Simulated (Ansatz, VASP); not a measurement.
# One calculation of Zr, two programs

```
Zr
1.0
     3.12831    0.00000    0.00000
    -1.56415    2.70920    0.00000
     0.00000    0.00000    5.06520
Zr
2
Direct
  0.33333 0.66667 0.25000
  0.66667 0.33333 0.75000
```

Alike in both runs: functional PBEsol; dispersion D3(BJ); k mesh 15 × 15 × 8; occupations gaussian, width 0.1 eV; no spin polarisation.

Ansatz relaxed the structure, and its values are those at the end. VASP's run is a single point on that final structure, the one shown.

|  | VASP | Ansatz |
| --- | --- | --- |
| version | VASP 6.6.1 | Ansatz 0.2.0 |
| potentials or method | VASP PAW PBE potentials, release 64 (Zr_sv), cutoff 500 eV | scalar-relativistic, plane waves, PAW |
| valence electrons in the cell | 24 | 24 |

Ansatz gave:

```
gap on the k mesh at the Fermi level (eV) : none
pressure (GPa)                            : 0.0
```

Estimate VASP's values.

gap on the k mesh at the Fermi level (eV): none; pressure (GPa): 0.1.

VASP's potentials were made for PBE, not for PBEsol. A gap of «none» marks a metal or a gap that the smearing closes.
